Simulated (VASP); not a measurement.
# ZnS: single point with PBE

The system is ZnS.

```
Zn S
1.0
     0.00000    2.72176    2.72176
     2.72176    0.00000    2.72176
     2.72176    2.72176    0.00000
Zn S
1 1
Direct
  0.00000 0.00000 0.00000
  0.25000 0.25000 0.25000
```

```json
{
  "Program": "VASP 6.6.1",
  "Task": "single point",
  "Functional": "PBE",
  "Potentials or basis": "VASP PAW PBE potentials, release 64 (Zn, S)",
  "Cutoff": "520 eV",
  "k mesh": "8 × 8 × 8",
  "Occupations": "fermi-dirac, width 0.02 eV",
  "Spin": "no spin polarisation"
}
```

```
Pressure               : 0.1 GPa
Band gap on the k mesh : 2.02 eV, direct
```

Levels at points of the mesh, in eV from the valence-band top:
| k point | band 5 | band 6 | band 7 | band 8 | band 9 | band 10 | band 11 | band 12 | band 13 | band 14 |
| --- | --- | --- | --- | --- | --- | --- | --- | --- | --- | --- |
| (0.00, 0.00, 0.00) | -5.78 | -5.78 | 0.00 | 0.00 | 0.00 | 2.02 | 6.41 | 6.41 | 6.41 | 11.74 |
| (0.50, 0.00, 0.00) | -5.75 | -5.59 | -5.15 | -0.83 | -0.83 | 3.27 | 6.94 | 6.94 | 8.79 | 12.07 |
| (0.50, 0.50, 0.00) | -5.71 | -5.57 | -4.47 | -2.14 | -2.14 | 3.46 | 4.07 | 10.83 | 11.82 | 11.82 |

It took 8.9 s on 1 thread of Intel(R) Xeon(R) 6975P-C (Granite Rapids), on a shared host, peak memory 0.17 GiB.

Expect the measured gap to be larger: semilocal functionals such as PBE lack the derivative discontinuity.
